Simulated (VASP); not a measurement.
Write the native input for VASP 6.6.1 that does the following.

- Task: single point
- Functional: PBE
- Potentials or basis: VASP PAW PBE potentials, release 64 (Nb_sv)
- Cutoff: 520 eV
- k mesh: 16 × 16 × 16
- Occupations: fermi-dirac, width 0.05 eV
- Spin: collinear spin, ferromagnetic start
- Starting moments: [0.2] μB
- Fixed moment: 0.2 μB
- Dipole correction: no
- Further INCAR settings: ALGO = Normal; EDIFF = 1e-06; NBANDS = 16

The structure of Nb lies in POSCAR:

```
Nb
1.0
   -1.6639500000      1.6639500000      1.6639500000
    1.6639500000     -1.6639500000      1.6639500000
    1.6639500000      1.6639500000     -1.6639500000
Nb
1
Direct
    0.0000000000      0.0000000000      0.0000000000
```

These files were run (other wordings do the same):

INCAR

```
SYSTEM = Nb
PREC = Accurate
ENCUT = 520
EDIFF = 1E-6
ISMEAR = -1
SIGMA = 0.05
LREAL = .FALSE.
LASPH = .TRUE.
NELM = 150
ALGO = Normal
ISIF = 2
LWAVE = .FALSE.
LCHARG = .FALSE.
ISPIN = 2
MAGMOM = 0.2
LORBIT = 11
NUPDOWN = 0.2
LMAXMIX = 4
GGA = PE
NBANDS = 16
```

KPOINTS

```
regular mesh
0
G
  16 16 16
  0 0 0
```

Potentials or basis: VASP PAW PBE potentials, release 64 (Nb_sv).

Launch:

```sh
$ cat potpaw_PBE.64/Nb_sv/POTCAR > POTCAR
$ mpirun -np 1 vasp_std > vasp.out
```

Results of the run:

```yaml
Pressure: -3.2 GPa
Net_moment: 0.20 μB per cell
Site_moments: Nb +0.13 μB
Valence_electrons_inside_the_program's_atomic_spheres: Nb 10.69
```

Caveat: the total moment is fixed, so each spin has its own Fermi level.

Run time: 71 s on 1 thread of Intel(R) Xeon(R) Platinum 8259CL CPU @ 2.50GHz (Skylake/Cascade Lake), on a shared host, peak memory 0.19 GiB.
